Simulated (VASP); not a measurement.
Here is a VASP 6.6.1 calculation.

INCAR

```
PREC = Accurate
ENCUT = 520
EDIFF = 1E-6
ISMEAR = -1
SIGMA = 0.15
LREAL = Auto
LASPH = True
NELM = 100
ALGO = Normal
ISIF = 2
LWAVE = False
LCHARG = False
NBANDS = 76
```

KPOINTS

```
Automatic mesh
0
Gamma
  2 2 2
```

The input POSCAR:

```
Ta8C9
1.0
    0.0000000000      4.4900000000      4.4900000000
    4.4900000000      0.0000000000      4.4900000000
    4.4900000000      4.4900000000      0.0000000000
Ta C
8 9
Direct
   -0.0205532428     -0.0196327972      0.0037511966
    0.0190304309      0.0199854712      0.4413172511
   -0.0206188747      0.5367396487      0.0037270957
   -0.0102280189      0.5008079193      0.5090106579
    0.5357493931     -0.0196021970      0.0038364715
    0.4997084573     -0.0091084223      0.5091023467
    0.4908541510      0.4918690263      0.0257932227
    0.4997081402      0.5006589242      0.5091150536
    0.2576745014      0.2587302166      0.2649834895
    0.2429645478      0.2439990760      0.7694131983
    0.2576972249      0.7189703277      0.2649889415
    0.2451137070      0.7563694488      0.7424589526
    0.7179432874      0.2587383023      0.2649252072
    0.7554289631      0.2460679905      0.7424551803
    0.7414435431      0.7424630439      0.2739540508
    0.7553951470      0.7564103173      0.7424524556
    0.1530311422      0.1539822038      0.0393008283
```

Potentials or basis: VASP PAW LDA potentials, release 64 (Ta_pv, C).

Command:

```console
$ cat potpaw_LDA.64/Ta_pv/POTCAR potpaw_LDA.64/C/POTCAR > POTCAR
$ mpirun -np 1 vasp_std > vasp.out
```

Question: Estimate the pressure.

Answer: 3.6 GPa.

Question: Estimate the largest force.

Answer: 0.063 eV/Å.

Forces in eV/Å, atoms in the order of the input:
```
Ta  -0.027 -0.029 -0.040
Ta   0.035  0.028 -0.031
Ta   0.043 -0.023  0.029
Ta   0.017  0.021 -0.021
Ta  -0.030  0.035  0.029
Ta   0.010  0.019 -0.021
Ta  -0.038 -0.038  0.034
Ta   0.021  0.020 -0.011
C   -0.016 -0.013 -0.014
C   -0.028 -0.029  0.026
C    0.011 -0.016  0.015
C   -0.005 -0.006  0.004
C   -0.014  0.022  0.015
C   -0.006 -0.006  0.006
C    0.017  0.014 -0.014
C   -0.004 -0.006  0.006
C    0.014  0.006 -0.012
```

Caveat: the k points lie up to 0.61 Å⁻¹ apart, too coarse for converged energies and pressures of a metal.
